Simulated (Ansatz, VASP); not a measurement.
# SiO2: VASP beside Ansatz

```
Si O
1.0
     5.03870    0.00000    0.00000
    -2.51935    4.36364    0.00000
     0.00000    0.00000    5.52486
Si O
3 6
Direct
  0.00000 0.50000 0.33333
  0.50000 0.50000 0.66667
  0.50000 0.00000 0.00000
  0.58439 0.79220 0.83333
  0.79220 0.58439 0.50000
  0.79220 0.20780 0.16667
  0.41561 0.20780 0.83333
  0.20780 0.41561 0.50000
  0.20780 0.79220 0.16667
```

Alike in both runs: task single point; functional LDA; k mesh 6 × 6 × 4; occupations gaussian, width 0.05 eV; no spin polarisation.

|  | VASP | Ansatz |
| --- | --- | --- |
| version | VASP 6.6.1 | Ansatz 0.2.0 |
| potentials or method | VASP PAW LDA potentials, release 64 (Si, O), cutoff 520 eV | scalar-relativistic, plane waves, PAW |
| valence electrons in the cell | 48 | 48 |

```tsv
	VASP	Ansatz	Ansatz less VASP
gap on the k mesh at the Fermi level (eV)	5.49	5.50	+0.003
least direct gap on the mesh (eV)	5.68	5.68	-0.001
pressure (GPa)	0.6	0.0	-0.60
rms of the force components (eV/Å)	0.004	0.000	-0.0035
```

LDA's correlation is that of Perdew and Zunger in VASP and of Perdew and Wang (1992) in Ansatz. Atom by atom the forces differ by 0.003 eV/Å (rms over components).
